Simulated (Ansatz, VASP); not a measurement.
**TlH3: VASP beside Ansatz**

```
CELL_PARAMETERS angstrom
3.58892 0.00000 0.00000
0.00000 3.58892 0.00000
0.00000 0.00000 3.58892
ATOMIC_POSITIONS crystal
Tl 0.00000 0.00000 0.00000
H 0.00000 0.50000 0.50000
H 0.50000 0.00000 0.50000
H 0.50000 0.50000 0.00000
```

Alike in both runs: task relaxation of cell and atoms; functional PBE; k mesh 6 × 6 × 6; occupations gaussian, width 0.1 eV; no spin polarisation.

```csv
,VASP,Ansatz
version,VASP 6.6.1,Ansatz 0.2.0
potentials or method,"VASP PAW PBE potentials, release 64 (Tl_d, H), cutoff 600 eV","scalar-relativistic, plane waves, PAW"
valence electrons in the cell,16,16
```

Ansatz gave:

| Property | Result |
| --- | --- |
| gap on the k mesh at the Fermi level, each at its own relaxed structure (eV) | none |
| relaxed volume (Å³/atom) | 10.35 |
| relaxed length of the cell vector where the two differ most in proportion (Å) | 3.460 |

**Question.** Which values does VASP return?

**Answer.** gap on the k mesh at the Fermi level, each at its own relaxed structure (eV): none; relaxed volume (Å³/atom): 10.42; relaxed length of the cell vector where the two differ most in proportion (Å): 3.467.

A gap of «none» marks a metal or a gap that the smearing closes.

Spin-orbit coupling is off throughout.
